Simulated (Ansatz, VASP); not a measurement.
**One calculation of Be2C, two programs**

Contents of POSCAR:

```
Be2C
1.0
    0.0000000000      2.1604856385      2.2253002077
    2.1604856385      0.0000000000      2.2253002077
    2.1604856385      2.1604856385      0.0000000000
C Be
1 2
Direct
    0.0000000000      0.0000000000      0.0000000000
    0.2500000000      0.2500000000      0.2500000000
    0.7500000000      0.7500000000      0.7500000000
```

Contents of INCAR.step1:

```
PREC = Accurate ; ENCUT = 660
ISMEAR = 0 ; SIGMA = 0.01
LREAL = False ; LASPH = True
NELM = 120 ; NBANDS = 11
GGA = PE ; ALGO = Normal
EDIFF = 1E-5 ; LWAVE = True
LCHARG = False ; GGA_COMPAT = False
```

INCAR.step2

```
PREC = Accurate ; ENCUT = 660
EDIFF = 1E-6 ; ISMEAR = 0
SIGMA = 0.01 ; LREAL = False
LASPH = True ; NELM = 120
ALGO = Normal ; ISIF = 2
LWAVE = False ; LCHARG = False
METAGGA = R2SCAN ; LMIXTAU = True
NBANDS = 11 ; ISTART = 1
GGA_COMPAT = False
```

The input KPOINTS:

```
regular mesh
0
Gamma
  10 10 10
```

Input for Ansatz:

```yaml
crystal:
  lattice:
    - [0.0, 2.1604856385, 2.2253002077]
    - [2.1604856385, 0.0, 2.2253002077]
    - [2.1604856385, 2.1604856385, 0.0]
  atoms:
    - { symbol: C, position: [0.0, 0.0, 0.0] }
    - { symbol: Be, position: [0.25, 0.25, 0.25] }
    - { symbol: Be, position: [0.75, 0.75, 0.75] }
kpoints:
  mp_grid: { grid: [10, 10, 10] }
  band_path:
    path:
      - [0.0, 0.0, 0.0]
      - [0.5, 0.0, 0.5]
      - [0.625, 0.25, 0.625]
      - [0.375, 0.375, 0.75]
      - [0.5, 0.5, 0.5]
      - [0.5, 0.25, 0.75]
      - [0.0, 0.5, 0.5]
    npoints: 1
hamiltonian:
  xc: r2scan
scf:
  occupations: { method: fixed }
  n_extra_bands: 4
output:
  forces: true
  stress: true
  eigenvalues: true
```

Change from the starting cell: uniaxial_z strain +3.0%.

Alike in both runs: task single point; functional r2SCAN; k mesh 10 × 10 × 10; no spin polarisation.

```csv
,VASP,Ansatz
version,VASP 6.6.1,Ansatz 0.2.0
potentials or method,"VASP PAW PBE potentials, release 64 (C, Be)","plane waves, PAW"
plane-wave cutoff (eV),660,500
occupations,"gaussian, width 0.01 eV",fixed
valence electrons in the cell,8,8
```

```tsv
	VASP	Ansatz	Ansatz less VASP
gap on the k mesh at the Fermi level (eV)	1.29	1.29	+0.004
pressure (GPa)	-5.0	-5.8	-0.78
traceless stress, the component that is largest in VASP (GPa)	-11.41	-11.44	-0.029
```

VASP's potentials were made for PBE, not for r2SCAN.
